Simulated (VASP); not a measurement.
A run of VASP 6.6.1:

Contents of INCAR:

```
SYSTEM = Pt
ALGO = Normal
EDIFF = 1E-7
ENCUT = 520
ISIF = 2
ISMEAR = -1
LASPH = .TRUE.
LCHARG = .FALSE.
LREAL = .FALSE.
LWAVE = .FALSE.
NBANDS = 17
NELM = 60
PREC = Accurate
SIGMA = 0.05
```

Contents of KPOINTS:

```
k-points
0
G
  11 11 6
  0 0 0
```

The input POSCAR:

```
Pt
1.0
    2.7606656158      0.0000000000      0.0000000000
   -1.3803328079      2.3908065546      0.0000000000
    0.0000000000      0.0000000000      4.7921340000
Pt
2
Direct
    0.3333333333      0.6666666667      0.2500000000
    0.6666666667      0.3333333333      0.7500000000
```

Potentials or basis: VASP PAW LDA potentials, release 64 (Pt).

Command:

```console
$ cat potpaw_LDA.64/Pt/POTCAR > POTCAR
$ mpirun -np 1 vasp_std > vasp.out
```

Hardware: 1 thread of Intel Xeon 8259CL, on a shared host.

Question: How long does it take, and how much memory?

Answer: Wall time 36 s on 1 thread of Intel Xeon 8259CL (shared host), peak memory 0.16 GiB. Counts: scf iterations 12, k points 64.
